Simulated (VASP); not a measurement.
A run of VASP 6.6.1 is set up as follows.

File INCAR:

```
SYSTEM = K
  PREC = Accurate
  ENCUT = 520
  EDIFF = 1E-7
  ISMEAR = -1
  SIGMA = 0.1
  LREAL = .False.
  LASPH = .True.
  NELM = 80
  ALGO = Normal
  ISIF = 2
  LWAVE = .False.
  LCHARG = .True.
  GGA = B5
  ALDAX = 1.0
  AGGAX = 1.0
  AGGAC = 1.0
  ALDAC = 0.0
  LELF = .True.
  LVHAR = .True.
  NBANDS = 10
```

KPOINTS

```
Automatic mesh
0
Gamma
  8 8 8
  0 0 0
```

POSCAR

```
K
1.0
    0.0000000000      3.3609710066      3.3609710066
    3.3609710066      0.0000000000      3.3609710066
    3.3609710066      3.3609710066      0.0000000000
K
1
Direct
    0.0000000000      0.0000000000      0.0000000000
```

Potentials or basis: VASP PAW PBE potentials, release 64 (K_sv).

Command:

```sh
$ cat potpaw_PBE.64/K_sv/POTCAR > POTCAR
$ mpirun -np 1 vasp_std > vasp.out
```

What does it give for the pressure?

0.0 GPa.

Caveat: the PAW data sets were made with another functional, which shifts forces and pressure a little.
